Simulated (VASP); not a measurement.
Runs of VASP 6.6.1 on V. The structure is that of space group P6_3/mmc (No. 194), or close to it. The cells are those of the table. 

```csv
spin,cell,k mesh,smearing,gap on the mesh (eV),pressure (GPa)
off,"a = 2.682, b = 2.682, c = 4.808 Å, angles 90.0, 90.0, 120.0°, 2 atoms",16 × 16 × 8,fermi-dirac 0.1 eV,none,-11.2
off,"a = 2.542, b = 2.542, c = 4.557 Å, angles 90.0, 90.0, 120.0°, 2 atoms",16 × 16 × 8,fermi-dirac 0.1 eV,none,(b)
"collinear, ferromagnetic start","a = 2.503, b = 2.503, c = 4.489 Å, angles 90.0, 90.0, 120.0°, 2 atoms",23 × 23 × 11,fermi-dirac 0.05 eV,none,(a)
off,"a = 2.614, b = 2.614, c = 4.686 Å, angles 90.0, 90.0, 120.0°, 2 atoms",16 × 16 × 8,fermi-dirac 0.1 eV,none,0.2
off,"a = 2.579, b = 2.579, c = 4.623 Å, angles 90.0, 90.0, 120.0°, 2 atoms",16 × 16 × 8,fermi-dirac 0.1 eV,none,(c)
off,"a = 2.648, b = 2.648, c = 4.748 Å, angles 90.0, 90.0, 120.0°, 2 atoms",16 × 16 × 8,fermi-dirac 0.1 eV,none,-6.0
off,"a = 2.715, b = 2.715, c = 4.866 Å, angles 90.0, 90.0, 120.0°, 2 atoms",16 × 16 × 8,fermi-dirac 0.1 eV,none,-15.4
off,"a = 2.505, b = 2.505, c = 4.490 Å, angles 90.0, 90.0, 120.0°, 2 atoms",16 × 16 × 8,fermi-dirac 0.1 eV,none,28.4
```

Alike in all rows: task single point; level PBE; potentials or basis VASP PAW PBE potentials, release 64 (V_sv); cutoff (eV) 520.

Problem. Fill in the values left out.

Solution. (a) 28.7; (b) 17.1; (c) 7.9.

A gap of «none» marks levels without a gap at the run's occupations.
